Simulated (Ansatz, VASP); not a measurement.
# BiTe in VASP and in Ansatz

INCAR

```
SYSTEM = BiTe
  PREC = Accurate
  ENCUT = 520
  EDIFF = 1E-6
  ISMEAR = -1
  SIGMA = 0.05
  LREAL = .FALSE.
  LASPH = .TRUE.
  NELM = 80
  ALGO = Normal
  ISIF = 2
  LWAVE = .FALSE.
  LCHARG = .FALSE.
  GGA = PS
  NBANDS = 18
```

File KPOINTS:

```
regular mesh
0
G
  7 7 7
  0 0 0
```

The input POSCAR:

```
BiTe
1.0
    0.0000000000      3.2984474805      3.2984474805
    3.2984474805      0.0000000000      3.2984474805
    3.2984474805      3.2984474805      0.0000000000
Bi Te
1 1
Direct
    0.0000000000      0.0000000000      0.0000000000
    0.5000000000      0.5000000000      0.5000000000
```

File input.yaml:

```yaml
crystal:
  lattice:
    - [0.0, 3.2984474805, 3.2984474805]
    - [3.2984474805, 0.0, 3.2984474805]
    - [3.2984474805, 3.2984474805, 0.0]
  atoms:
    - { symbol: Bi, position: [0.0, 0.0, 0.0] }
    - { symbol: Te, position: [0.5, 0.5, 0.5] }
kpoints:
  mp_grid: { grid: [7, 7, 7] }
scf:
  occupations: { method: fermi_dirac, width: 0.05 }
hamiltonian:
  xc: pbesol
  pseudopotentials: { kind: all_electron, lapw: { basis_error: 0.001 } }
output:
  forces: true
  stress: true
  eigenvalues: true
```

Change from the starting cell: volume scaled by 1.06.

Alike in both runs: task single point; functional PBEsol; k mesh 7 × 7 × 7; occupations fermi-dirac, width 0.05 eV; no spin polarisation.

```csv
,VASP,Ansatz
version,VASP 6.6.1,Ansatz 0.2.0
potentials or method,"VASP PAW PBE potentials, release 64 (Bi_d, Te), cutoff 520 eV","all-electron LAPW, scalar-relativistic"
```

```csv
,VASP,Ansatz,Ansatz less VASP
gap on the k mesh at the Fermi level (eV),none,none,-
pressure (GPa),-3.9,-3.9,+0.06
```

VASP's potentials were made for PBE, not for PBEsol. A gap of «none» marks a metal or a gap that the smearing closes. Ansatz ran all-electron here, and VASP with PAW potentials.

Spin-orbit coupling is off throughout.
